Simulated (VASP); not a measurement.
The system is MgGeSb2.

```xyz
4
Lattice="4.4660 0.0000 0.0000 0.0000 4.4660 0.0000 0.0000 0.0000 6.5110" Properties=species:S:1:pos:R:3 pbc="T T T"
Mg    0.0000    0.0000    0.0000
Sb    0.0000    2.2330    1.6863
Sb    2.2330    0.0000    4.8247
Ge    2.2330    2.2330    3.2555
```

| Property | Result |
| --- | --- |
| Program | VASP 6.6.1 |
| Task | relaxation of cell and atoms |
| Functional | r2SCAN |
| Potentials or basis | VASP PAW PBE potentials, release 64 (Mg, Sb, Ge_d) |
| Cutoff | 600 eV |
| k mesh | 6 × 6 × 4 |
| Occupations | fermi-dirac, width 0.02 eV |
| Spin | no spin polarisation |

At the start: pressure -1.3 GPa; volume 32.47 Å³/atom.

Task: Where does the relaxation end?

Result: Over 8 steps the energy falls by 4.2 meV/atom and the volume is 31.48 Å³/atom (-3.0 %); space group P-4m2 (No. 115, to 0.1 Å) before and after.

The path:
```csv
step,energy change (eV),largest force (eV/Å),pressure (GPa),volume (Å³)
1,0.0000,0.0754,-1.25,129.86
2,-0.0152,0.0102,0.32,125.15
3,-0.0160,0.0230,0.02,125.98
4,-0.0159,0.0241,-0.01,126.06
5,-0.0163,0.0214,-0.01,126.05
6,-0.0168,0.0149,-0.01,126.03
7,-0.0168,0.0136,-0.02,126.02
8,-0.0168,0.0014,0.01,125.94
```

Final structure:
```cif
data_structure
_symmetry_space_group_name_H-M 'P 1'
_symmetry_Int_Tables_number 1
_cell_length_a 4.4044
_cell_length_b 4.4044
_cell_length_c 6.4921
_cell_angle_alpha 90.000
_cell_angle_beta 90.000
_cell_angle_gamma 90.000
_cell_volume 125.94
loop_
_atom_site_label
_atom_site_type_symbol
_atom_site_fract_x
_atom_site_fract_y
_atom_site_fract_z
_atom_site_occupancy
Mg1 Mg 0.00000 0.00000 0.00000 1
Sb1 Sb 0.00000 0.50000 0.26028 1
Sb2 Sb 0.50000 0.00000 0.73972 1
Ge1 Ge 0.50000 0.50000 0.50000 1
```

Caveat: the PAW data sets were made with another functional, which shifts forces and pressure a little.
